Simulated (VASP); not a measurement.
Here is a VASP 6.6.1 calculation.

INCAR

```
PREC = Accurate
ENCUT = 550
EDIFF = 1E-6
ISMEAR = 0
SIGMA = 0.03
LREAL = False
LASPH = True
NELM = 120
ALGO = Normal
ISIF = 2
LWAVE = False
LCHARG = False
NBANDS = 16
GGA_COMPAT = False
```

KPOINTS

```
regular mesh
0
Gamma
  11 11 11
```

File POSCAR:

```
Hg
1.0
    1.7463233735      1.0082402698      2.1478810803
   -1.7463233735      1.0082402698      2.1478810803
    0.0000000000     -2.0164805396      2.1478810803
Hg
1
Direct
    0.0000000000      1.0000000000      0.0000000000
```

Potentials or basis: VASP PAW LDA potentials, release 64 (Hg_sv_GW).

Command:

```sh
$ cat potpaw_LDA.64/Hg_sv_GW/POTCAR > POTCAR
$ mpirun -np 1 vasp_std > vasp.out
```

Question: What does it give for the pressure?

Answer: 0.2 GPa.

Question: What does it give for the band gap on the k mesh?

Answer: Zero (bands 10 and 11 overlap by 2.74 eV).

Stress tensor (GPa, compression positive):
```
-0.01  0.00  0.00
 0.00 -0.01  0.00
 0.00  0.00  0.49
```

Caveat: spin-orbit coupling is left out, which moves the levels of the heavy elements.
